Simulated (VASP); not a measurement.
Input of a VASP 6.6.1 run:

File INCAR:

```
SYSTEM = NaH
PREC = Accurate
ENCUT = 500
EDIFF = 1E-6
ISMEAR = -1
SIGMA = 0.02
LREAL = .FALSE.
LASPH = .TRUE.
NELM = 120
ALGO = Normal
ISIF = 2
LWAVE = .FALSE.
LCHARG = .FALSE.
GGA = PE
NBANDS = 11
GGA_COMPAT = .FALSE.
```

File KPOINTS:

```
Automatic mesh
0
G
  8 8 8
  0 0 0
```

File POSCAR:

```
NaH
1.0
    2.9468576697      0.0144664633      0.0144664633
    0.0144664633      2.9468576697      0.0144664633
    0.0144664633      0.0144664633      2.9468576697
Na H
1 1
Direct
    0.0000000000      0.0000000000      0.0000000000
    0.5000000000      0.5000000000      0.5000000000
```

Potentials or basis: VASP PAW PBE potentials, release 64 (Na_pv, H).

Launch:

```bash
$ cat potpaw_PBE.64/Na_pv/POTCAR potpaw_PBE.64/H/POTCAR > POTCAR
$ mpirun -np 1 vasp_std > vasp.out
```

(1) Predict the band gap on the k mesh.

(2) Predict the pressure.

Results:

(1) 1.03 eV (least direct gap 4.46 eV).

(2) 0.3 GPa.

Caveat: the cell differs from its parent crystal (strain along [111] +1.5%); the structure was generated, so it needn't be the stable form of NaH.
